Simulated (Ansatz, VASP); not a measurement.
## One calculation of NiO, two programs

```
Ni O
1.0
     1.50903    0.87124    2.46341
    -1.50903    2.61372    0.00000
    -3.01806   -1.74248    2.46341
Ni O
2 2
Direct
  0.00000 0.00000 0.00000
  0.50000 0.50000 0.50000
  0.00000 0.00000 0.50000
  0.50000 0.50000 0.00000
```

Alike in both runs: task single point; functional PBE; k mesh 5 × 5 × 3; occupations gaussian, width 0.05 eV; collinear spin; Hubbard terms Ni d U = 6.2 eV.

```csv
,VASP,Ansatz
version,VASP 6.6.1,Ansatz 0.2.0
potentials or method,"VASP PAW PBE potentials, release 64 (Ni, O), cutoff 520 eV","scalar-relativistic, plane waves, PAW"
valence electrons in the cell,32,48
```

Ansatz gave:

| Quantity | Value |
| --- | --- |
| gap on the k mesh at the Fermi level (eV) | 2.23 |
| least direct gap on the mesh (eV) | 3.15 |
| pressure (GPa) | 0.1 |
| net moment per atom (μB) | 0.00 |
| size of the moment on the site where the two differ most (μB) | 1.74 |

**Question.** What did VASP give for the same quantities?

**Answer.** gap on the k mesh at the Fermi level (eV): 2.62; least direct gap on the mesh (eV): 3.41; pressure (GPa): -8.1; net moment per atom (μB): 0.00; size of the moment on the site where the two differ most (μB): 1.84.

Site moments also hang on the region over which each program counts them. The programs project onto different local orbitals, so the same U acts differently, and such runs can settle in different states. VASP's potentials hold 32 valence electrons a cell and Ansatz's 48, so a difference there can come from the potentials and not from the codes.

The k mesh is coarse, so the values compare programs but aren't converged.
